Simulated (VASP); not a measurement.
**NaCl: electric field gradients with PBE**

Crystal: NaCl.

```xyz
2
Lattice="2.8600 0.0429 0.0429 0.0429 2.8600 0.0429 0.0429 0.0429 2.8600" Properties=species:S:1:pos:R:3 pbc="T T T"
Na    0.0000    0.0000    0.0000
Cl    1.4729    1.4729    1.4729
```

This cell differs from its parent crystal: equal xy, yz and zx shear strains of +3 %.

- Program: VASP 6.6.1
- Task: electric field gradients
- Functional: PBE
- Potentials or basis: VASP PAW PBE potentials, release 64 (Na_pv, Cl)
- Cutoff: 520 eV
- k mesh: 8 × 8 × 8
- Occupations: fermi-dirac, width 0.02 eV
- Spin: no spin polarisation
- Dipole correction: no
- Further INCAR settings: ALGO = Normal; EDIFF = 1e-08; NBANDS = 14

```
Pressure               : 65.6 GPa
Band gap on the k mesh : 4.44 eV, direct
```

Stress tensor (GPa, compression positive):
```
65.59 -1.83 -1.83
-1.83 65.59 -1.83
-1.83 -1.83 65.59
```

Levels at points of the mesh, in eV from the valence-band top:
```
           k point  band 4  band 5  band 6  band 7  band 8  band 9  band 10  band 11
(0.00, 0.00, 0.00)  -16.96   -1.30   -1.30   -1.12    6.71    6.71     7.46    17.59
(0.50, 0.00, 0.00)  -15.30   -6.88   -0.88   -0.68    9.27    9.29    12.82    12.87
(0.50, 0.50, 0.00)  -14.57   -5.43   -5.21    0.00    4.44   10.64    12.87    12.92
(0.50, 0.50, 0.50)  -13.36   -4.92   -4.68   -4.68    5.96    6.58     6.58    17.14
```

Electric field gradients, principal values (V/Å²):
```tsv
atom	least	middle	greatest (by size)
1 Na	-2.984	-2.984	5.967
2 Cl	-0.638	-0.638	1.277
```

Run time: 9.3 s on 1 thread of Intel(R) Xeon(R) Platinum 8488C (Sapphire Rapids) (shared host), peak memory 0.14 GiB.

Caveat: the cell differs from its parent crystal (equal xy, yz and zx shear strains of +3 %); without QUAD_EFG the Cq values of the log hold for a quadrupole moment of 1 mb, not for the nuclei. A k mesh can miss the band edges.
